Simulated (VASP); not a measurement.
Wanted: the native input for a VASP 6.6.1 run.

| Property | Result |
| --- | --- |
| Task | single point |
| Functional | r2SCAN0 |
| Potentials or basis | VASP PAW PBE potentials, release 64 (Bi_d) |
| Cutoff | 520 eV |
| k mesh | 5 × 5 × 5 |
| Occupations | fermi-dirac, width 0.05 eV |
| Spin | no spin polarisation |
| Dipole correction | no |
| Grid for exact exchange (PRECFOCK) | Normal |
| Further INCAR settings | ALGO = Normal; EDIFF = 1e-06; NBANDS = 14 |
| Share of exact exchange | 0.25 |

Bi:

```
CELL_PARAMETERS angstrom
-1.98143 1.98143 1.98143
1.98143 -1.98143 1.98143
1.98143 1.98143 -1.98143
ATOMIC_POSITIONS crystal
Bi 0.00000 0.00000 0.00000
```

This isn't the form of Bi at room conditions, which is rhombohedral.

The input as run:

POSCAR

```
Bi
1.0
   -1.9814305318      1.9814305318      1.9814305318
    1.9814305318     -1.9814305318      1.9814305318
    1.9814305318      1.9814305318     -1.9814305318
Bi
1
Direct
    0.0000000000      0.0000000000      0.0000000000
```

INCAR.step1

```
SYSTEM = Bi
PREC = Accurate ; ENCUT = 520
EDIFF = 1E-5 ; ISMEAR = -1
SIGMA = 0.05 ; LREAL = .False.
LASPH = .True. ; NELM = 100
ALGO = Normal ; ISIF = 2
LWAVE = .True. ; GGA = PE
NBANDS = 14
```

INCAR.step2

```
SYSTEM = Bi
PREC = Accurate ; ENCUT = 520
EDIFF = 1E-6 ; ISMEAR = -1
SIGMA = 0.05 ; LREAL = .False.
LASPH = .True. ; NELM = 100
ALGO = Normal ; ISIF = 2
LWAVE = .False. ; LCHARG = .True.
METAGGA = R2SCAN ; LHFCALC = .True.
AEXX = 0.25 ; LMIXTAU = .True.
PRECFOCK = Normal ; LELF = .True.
LVHAR = .True. ; ISTART = 1
NBANDS = 14
```

KPOINTS

```
regular mesh
0
Gamma
  5 5 5
  0 0 0
```

Potentials or basis: VASP PAW PBE potentials, release 64 (Bi_d).

Run with:

```sh
$ cat potpaw_PBE.64/Bi_d/POTCAR > POTCAR
$ cp INCAR.step1 INCAR
$ mpirun -np 1 vasp_std > vasp.out
$ cp INCAR.step2 INCAR
$ mpirun -np 1 vasp_std > vasp.out
```

It gave:

```yaml
Pressure: -2.6 GPa
Band_gap_on_the_k_mesh: zero (an odd number of electrons rules out a gap without spin polarisation)
```

Caveat: the k points lie up to 0.45 Å⁻¹ apart, too coarse for converged energies and pressures of a metal; the PAW data sets were made with another functional, which shifts forces and pressure a little; spin-orbit coupling is left out, which moves the levels of the heavy elements.

Wall time 9.4 min on 1 thread of Intel(R) Xeon(R) Platinum 8375C CPU @ 2.90GHz (Ice Lake), with other jobs on the host, peak memory 0.16 GiB.
